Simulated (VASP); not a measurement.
# Hf (P6_3/mmc) in VASP: a series of runs

Hf is run at these levels: PBE; tasks: vibrations by perturbation theory.

All numbers are computed with VASP 6.6.1; they aren't measurements. Logs are shortened: lines on timing, memory, paths and dates and some standing lists are left out, and cuts for length are marked.

## Step 1: The cell of the first run

Symmetry: P6_3/mmc, No. 194, hexagonal system. Conventional cell: a = 2.960 Å, b = 2.960 Å, c = 4.746 Å, α = 90.00°, β = 90.00°, γ = 120.00°. Within 3.9 Å of Hf (site symmetry -6m2) lie 12 Hf at 2.92 to 2.96 Å.

## Step 2: Vibrations by perturbation theory, PBE

Input file INCAR:

```
ALGO     = Fast           # electronic algorithm
EDIFF    = 1E-8           # SCF threshold, eV
ENCUT    = 520            # plane-wave cutoff, eV
GGA      = PE             # functional
IBRION   = 8              # ionic algorithm
ISIF     = 2              # what is computed and relaxed
ISMEAR   = 0              # smearing method
LASPH    = True           # aspherical terms in the spheres
LCHARG   = False          # write CHGCAR
LREAL    = False          # projectors in reciprocal space
LWAVE    = False          # write WAVECAR
NBANDS   = 17             # bands
NELM     = 80             # most SCF steps
NSW      = 1              # ionic steps
PREC     = Accurate       # precision mode
SIGMA    = 0.1            # smearing width, eV
```

Input file KPOINTS:

```
k-points
0
Gamma
  16 16 10
```

Input file POSCAR:

```
Hf
1.0
    2.9596143080      0.0000000000      0.0000000000
   -1.4798071540      2.5631011761      0.0000000000
    0.0000000000      0.0000000000      4.7464381747
Hf
2
Direct
    0.3333333333      0.6666666667      0.2500000000
    0.6666666667      0.3333333333      0.7500000000
```

Potentials or basis: VASP PAW PBE potentials, release 64 (Hf_pv).

Launch:

```bash
$ cat potpaw_PBE.64/Hf_pv/POTCAR > POTCAR
$ mpirun -np 1 vasp_std > vasp.out
```

OUTCAR:

```text
EDIFF = 1E-8
   ENCUT = 520
   GGA = PE
   IBRION = 8
   ISIF = 2
   ISMEAR = 0
   LASPH = True
   LREAL = False
   NELM = 80
   NSW = 1
   PREC = Accurate

 ion  position               nearest neighbor table
   1  0.333  0.667  0.250-   2 2.92   2 2.92   2 2.92   2 2.92   2 2.92   2 2.92
   2  0.667  0.333  0.750-   1 2.92   1 2.92   1 2.92   1 2.92   1 2.92   1 2.92

  LATTYP: Found a hexagonal cell.
 ALAT       =     2.9596143080
 C/A-ratio  =     1.6037353793

  Lattice vectors:

 A1 = (   2.9596143080,   0.0000000000,   0.0000000000)
 A2 = (  -1.4798071540,   2.5631011761,   0.0000000000)
 A3 = (   0.0000000000,   0.0000000000,   4.7464381747)

Analysis of symmetry for initial positions (statically):
=====================================================================
 Subroutine PRICEL returns:
 Original cell was already a primitive cell.

 Routine SETGRP: Setting up the symmetry group for a
 hexagonal supercell.

 Subroutine GETGRP returns: Found 24 space group operations
 (whereof 12 operations were pure point group operations)
 out of a pool of 24 trial point group operations.

The static configuration has the point symmetry D_3d.
 The point group associated with its full space group is D_6h.

Analysis of symmetry for dynamics (positions and initial velocities):
=====================================================================
 Subroutine PRICEL returns:
 Original cell was already a primitive cell.

 Routine SETGRP: Setting up the symmetry group for a
 hexagonal supercell.

 Subroutine GETGRP returns: Found 24 space group operations
 (whereof 12 operations were pure point group operations)
 out of a pool of 24 trial point group operations.

The dynamic configuration has the point symmetry D_3d.
 The point group associated with its full space group is D_6h.

 Subroutine INISYM returns: Found 24 space group operations
 (whereof 12 operations are pure point group operations),
 and found     1 'primitive' translations

----------------------------------------------------------------------------------------

                                     Primitive cell

  volume of cell :      36.0055

[... 646 lines left out ...]
     0.000000000  0.000000000  4.746438175     0.000000000  0.000000000  0.210684299

 POSITION                                       TOTAL-FORCE (eV/Angst)
 -----------------------------------------------------------------------------------
     -0.00000      1.70873      1.18661         0.000000     -0.000000      0.000000
      1.47981      0.85437      3.55983        -0.000000      0.000000      0.000000
 -----------------------------------------------------------------------------------
    total drift:                               -0.000000      0.000000     -0.000000

  FREE ENERGIE OF THE ION-ELECTRON SYSTEM (eV)
  ---------------------------------------------------
  free  energy   TOTEN  =       -19.0374070815 eV

  energy  without entropy=      -19.0300247654  energy(sigma->0) =      -19.03371592

[... ionic steps 2 to 3 ...]

--------------------------------------- Ionic step        4  -------------------------------------------

------------------------ aborting loop because EDIFF is reached ----------------------------------------

[... ionic steps 5 to 5 ...]

--------------------------------------- Ionic step        6  -------------------------------------------

 Free energy of the ion-electron system (eV)
  ---------------------------------------------------
  ---------------------------------------------------
  free energy    TOTEN  =        -0.25031186 eV

  energy without entropy =       -0.25031186

------------------------ aborting loop because EDIFF is reached ----------------------------------------

 INTERNAL STRAIN TENSOR  FOR ION    1  DIRECTION 3   (eV/Angst):
 -----------------------------------------------------------------------------
     0.06731  0.00000  0.00000
     0.00000  0.06731  0.00000
     0.00000  0.00000 -0.11805

 INTERNAL STRAIN TENSOR FOR ION    2 for displacements in x,y,z  (eV/Angst):
          X           Y           Z          XY          YZ          ZX
  --------------------------------------------------------------------------------
  x    -0.00000    -0.00000     0.00000     3.11369     0.00000     0.00000
  y     3.11369    -3.11369    -0.00000     0.00000     0.00000     0.00000
  z    -0.00000    -0.00000    -0.00000     0.00000     0.00000     0.00000

 SECOND DERIVATIVES (NOT SYMMETRIZED)
 ------------------------------------
               1X          1Y          1Z          2X          2Y          2Z
  1X    -1.482574    0.000000    0.000000    1.482574    0.000000    0.000000
  1Y     0.000000   -1.482574    0.000000    0.000000    1.482574    0.000000
  1Z     0.000000   -0.000000  -10.658825    0.000000    0.000000   10.658825
  2X     1.482574    0.000000    0.000000   -1.482574    0.000000    0.000000
  2Y     0.000000    1.482574    0.000000    0.000000   -1.482574    0.000000
  2Z     0.000000    0.000000   10.658825    0.000000   -0.000000  -10.658825

 Eigenvectors and eigenvalues of the dynamical matrix
 ----------------------------------------------------

   1 f  =    5.402732 THz    33.946368 2PiTHz  180.215749 cm-1    22.343895 meV
             X         Y         Z           dx          dy          dz
     -0.000000  1.708734  1.186610     0.000000    0.000000    0.707107
      1.479807  0.854367  3.559829     0.000000    0.000000   -0.707107
[... 16 lines left out ...]
   5 f  =    0.000000 THz     0.000000 2PiTHz    0.000000 cm-1     0.000000 meV
             X         Y         Z           dx          dy          dz
     -0.000000  1.708734  1.186610     0.000000    0.000000    0.707107
      1.479807  0.854367  3.559829     0.000000    0.000000    0.707107

   6 f/i=    0.000000 THz     0.000000 2PiTHz    0.000001 cm-1     0.000000 meV
             X         Y         Z           dx          dy          dz
     -0.000000  1.708734  1.186610    -0.585001   -0.397208    0.000000
      1.479807  0.854367  3.559829    -0.585001   -0.397208    0.000000

--------------------------------------------------------------------------------------------------------

 ELASTIC MODULI CONTR FROM IONIC RELAXATION (kBar)
 Direction    XX          YY          ZZ          XY          YZ          ZX
 --------------------------------------------------------------------------------
 XX        -290.9879    290.9879      0.0000     -0.0000      0.0000      0.0000
 YY         290.9879   -290.9879     -0.0000      0.0000      0.0000      0.0000
 ZZ           0.0000     -0.0000     -0.0000      0.0000      0.0000      0.0000
 XY          -0.0000      0.0000      0.0000   -290.9879      0.0000      0.0000
 YZ           0.0000      0.0000      0.0000      0.0000      0.0000      0.0000
 ZX           0.0000      0.0000      0.0000      0.0000      0.0000      0.0000
 --------------------------------------------------------------------------------
```

OSZICAR:

```text
N       E                     dE             d eps       ncg     rms          rms(c)
DAV:   1     0.543369193651E+02    0.54337E+02   -0.11521E+04  6128   0.115E+03
DAV:   2    -0.178025537423E+02   -0.72139E+02   -0.70201E+02  8001   0.259E+02
DAV:   3    -0.195414215245E+02   -0.17389E+01   -0.17277E+01  7537   0.273E+01
DAV:   4    -0.195517886943E+02   -0.10367E-01   -0.10361E-01  7803   0.249E+00
[... 51 lines left out ...]
RMM:  12    -0.250312015346E+00    0.13216E-06    0.65756E-07 20326   0.289E-04    0.642E-05
RMM:  13    -0.250311837812E+00    0.17753E-06    0.12965E-06 21155   0.270E-04    0.223E-05
RMM:  14    -0.250311855223E+00   -0.17411E-07    0.50818E-07 21378   0.260E-04    0.860E-06
RMM:  15    -0.250311857802E+00   -0.25791E-08    0.20387E-07 21495   0.257E-04    0.257E-06
RMM:  16    -0.250311861997E+00   -0.41946E-08    0.32112E-08 21252   0.254E-04    0.220E-06
 Linear response finished
```

It took 27 min on 1 thread of Oxide Virtual Turin-like, shared host; peak memory 0.88 GiB.

Results:

```
Highest phonon frequency at Γ : 180 cm⁻¹
```

Phonon frequencies in cm⁻¹ (negative: imaginary):
```
              q point      frequencies
(0.000, 0.000, 0.000)  0 0 0 67 67 180
```

Caveat: the cell wasn't relaxed at this level first, which shifts response properties; spin-orbit coupling is left out, which moves the levels of the heavy elements.

## Step 3: Vibrations by perturbation theory, PBE

This run uses another cell than the first one, of 19.47 Å³/atom, 1.081 times its volume.

Input file INCAR:

```
SYSTEM = Hf
PREC = Accurate ; ENCUT = 520
EDIFF = 1E-8 ; ISMEAR = 0
SIGMA = 0.1 ; LREAL = .FALSE.
LASPH = .TRUE. ; NELM = 60
ALGO = Fast ; ISIF = 2
LWAVE = .FALSE. ; LCHARG = .FALSE.
GGA = PE ; NBANDS = 17
IBRION = 8 ; NSW = 1
```

Input file KPOINTS:

```
Automatic mesh
0
G
  16 16 10
  0 0 0
```

Input file POSCAR:

```
Hf
1.0
    3.0452365363      0.0000000000      0.0000000000
   -1.5226182681      2.6372522010      0.0000000000
    0.0000000000      0.0000000000      4.8481803252
Hf
2
Direct
    0.3333333333      0.6666666667      0.2500000000
    0.6666666667      0.3333333333      0.7500000000
```

Potentials or basis: VASP PAW PBE potentials, release 64 (Hf_pv).

Launch:

```bash
$ cat potpaw_PBE.64/Hf_pv/POTCAR > POTCAR
$ mpirun -np 1 vasp_std > vasp.out
```

OUTCAR:

```text
SYSTEM = Hf
   PREC = Accurate
   ENCUT = 520
   EDIFF = 1E-8
   ISMEAR = 0
   LREAL = .FALSE.
   LASPH = .TRUE.
   NELM = 60
   ISIF = 2
   GGA = PE
   IBRION = 8
   NSW = 1

 ion  position               nearest neighbor table
   1  0.333  0.667  0.250-   2 2.99   2 2.99   2 2.99   2 2.99   2 2.99   2 2.99
   2  0.667  0.333  0.750-   1 2.99   1 2.99   1 2.99   1 2.99   1 2.99   1 2.99

  LATTYP: Found a hexagonal cell.
 ALAT       =     3.0452365363
[... 747 lines left out ...]
  2X     1.973808    0.000000    0.000000   -1.973808   -0.000000    0.000000
  2Y     0.000000    1.973808    0.000000   -0.000000   -1.973808    0.000000
  2Z     0.000000    0.000000    7.390359    0.000000    0.000000   -7.390359

 Eigenvectors and eigenvalues of the dynamical matrix
 ----------------------------------------------------

   1 f  =    4.498747 THz    28.266459 2PiTHz  150.062036 cm-1    18.605313 meV
             X         Y         Z           dx          dy          dz
     -0.000000  1.758168  1.212045     0.000000    0.000000   -0.707107
      1.522618  0.879084  3.636135     0.000000    0.000000    0.707107
[... 16 lines left out ...]
   5 f  =    0.000000 THz     0.000000 2PiTHz    0.000000 cm-1     0.000000 meV
             X         Y         Z           dx          dy          dz
     -0.000000  1.758168  1.212045     0.000000    0.000000    0.707107
      1.522618  0.879084  3.636135     0.000000    0.000000    0.707107

   6 f/i=    0.000000 THz     0.000000 2PiTHz    0.000000 cm-1     0.000000 meV
             X         Y         Z           dx          dy          dz
     -0.000000  1.758168  1.212045    -0.471904   -0.526599    0.000000
      1.522618  0.879084  3.636135    -0.471904   -0.526599    0.000000

--------------------------------------------------------------------------------------------------------

 ELASTIC MODULI CONTR FROM IONIC RELAXATION (kBar)
 Direction    XX          YY          ZZ          XY          YZ          ZX
 --------------------------------------------------------------------------------
 XX        -205.6725    205.6725     -0.0000     -0.0000     -0.0000      0.0000
 YY         205.6725   -205.6725      0.0000     -0.0000      0.0000     -0.0000
 ZZ          -0.0000      0.0000     -0.0000     -0.0000      0.0000     -0.0000
 XY          -0.0000     -0.0000     -0.0000   -205.6725     -0.0000      0.0000
 YZ          -0.0000      0.0000      0.0000     -0.0000     -0.0000      0.0000
 ZX           0.0000     -0.0000     -0.0000      0.0000      0.0000     -0.0000
 --------------------------------------------------------------------------------
```

stdout:

```text
POSCAR found type information on POSCAR Hf
 POSCAR found :  1 types and       2 ions
 scaLAPACK will be used
 LDA part: xc-table for (Slater+PW92), standard interpolation
 POSCAR, INCAR and KPOINTS ok, starting setup
 FFT: planning ... GRIDC
 FFT: planning ... GRID_SOFT
 FFT: planning ... GRID
 WAVECAR not read
 entering main loop
 Linear response reoptimize wavefunctions to high precision
 Linear response DOF=           2
 Linear response progress:
 first order change of Fermi-energy  -0.81210E-05
 force on displaced ion       1 direction 1 :  -1.974   0.000   0.000
 Linear response progress:
 first order change of Fermi-energy  -0.15177E-03
 force on displaced ion       1 direction 3 :  -0.000   0.000  -7.390
 Linear response finished
```

It took 36 min on 1 thread of Oxide Virtual Turin-like, shared host; peak memory 0.95 GiB.

Results:

- Highest phonon frequency at Γ: 150 cm⁻¹

Phonon frequencies in cm⁻¹ (negative: imaginary):
| q point | frequencies |
| --- | --- |
| (0.000, 0.000, 0.000) | 0 0 0 78 78 150 |

Caveat: the cell wasn't relaxed at this level first, which shifts response properties; spin-orbit coupling is left out, which moves the levels of the heavy elements.
